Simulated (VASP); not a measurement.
Here is a VASP 6.6.1 calculation.

Contents of INCAR:

```
SYSTEM = Ru
PREC = Accurate
ENCUT = 520
EDIFF = 1E-6
ISMEAR = -1
SIGMA = 0.15
LREAL = .FALSE.
LASPH = .TRUE.
NELM = 60
ALGO = Normal
ISIF = 2
LWAVE = .FALSE.
LCHARG = .FALSE.
GGA = PE
NBANDS = 21
```

File KPOINTS:

```
Automatic mesh
0
G
  12 12 7
  0 0 0
```

File POSCAR:

```
Ru
1.0
    2.6876397213      0.0000000000      0.0000000000
   -1.3438198606      2.3275647342      0.0000000000
    0.0000000000      0.0000000000      4.2531615502
Ru
2
Direct
    0.3333333333      0.6666666667      0.2500000000
    0.6666666667      0.3333333333      0.7500000000
```

Potentials or basis: VASP PAW PBE potentials, release 64 (Ru_pv).

Launch:

```console
$ cat potpaw_PBE.64/Ru_pv/POTCAR > POTCAR
$ mpirun -np 1 vasp_std > vasp.out
```

Question: Predict the band gap on the k mesh.

Answer: Zero (band 14 reaches 14.69 eV, above the bottom of band 15 at 11.63 eV).

Question: Predict the pressure.

Answer: 11.9 GPa.

Stress tensor (GPa, compression positive):
```
11.88  0.00  0.00
 0.00 11.88  0.00
 0.00  0.00 12.06
```
